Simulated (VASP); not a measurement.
CuO: single point with PBEsol

Crystal: CuO.

```
Cu O
1.0
     2.86017    0.00000    0.00000
     0.03881    2.85995    0.00000
     0.01738    0.01713    5.14160
Cu O
2 2
Direct
  0.00000 0.50000 0.00000
  0.50000 0.00000 0.50000
  0.99842 0.00167 0.74989
  0.00158 0.99833 0.25011
```

| Property | Result |
| --- | --- |
| Program | VASP 6.6.1 |
| Task | single point |
| Functional | PBEsol |
| Potentials or basis | VASP PAW PBE potentials, release 64 (Cu_sv_GW, O) |
| Cutoff | 700 eV |
| k mesh | 9 × 9 × 5 |
| Occupations | fermi-dirac, width 0.05 eV |
| Spin | no spin polarisation |
| Dipole correction | no |
| Further INCAR settings | ALGO = Normal; EDIFF = 1e-06; NBANDS = 33 |

* Pressure: -1.2 GPa
* Largest force: 0.012 eV/Å
* Band gap on the k mesh: zero (bands 25 and 26 overlap by 0.97 eV)

Forces in eV/Å, atoms in the order of the input:
```
Cu   0.000  0.000  0.000
Cu   0.000  0.000  0.000
O    0.004 -0.005  0.010
O   -0.004  0.005 -0.010
```

Stress tensor (GPa, compression positive):
```
-0.33 -0.06  0.00
-0.06 -0.36  0.01
 0.00  0.01 -2.83
```

Levels at points of the mesh, in eV from the Fermi level:
```
           k point  band 22  band 23  band 24  band 25  band 26  band 27  band 28  band 29
(0.00, 0.00, 0.00)    -2.47    -2.38    -2.08     0.69     0.72     1.48     6.05     7.37
```

Run time: 4.6 min on 1 thread of Intel(R) Xeon(R) 6975P-C (Granite Rapids), on a shared host, peak memory 0.51 GiB.

Caveat: the PAW data sets were made with another functional, which shifts forces and pressure a little; semilocal functionals often make such compounds metallic where correlation or magnetic order opens a gap, which also shifts bond lengths. With open d or f shells a metallic result of PBEsol can be an artefact of self-interaction; +U or a hybrid may open a gap.
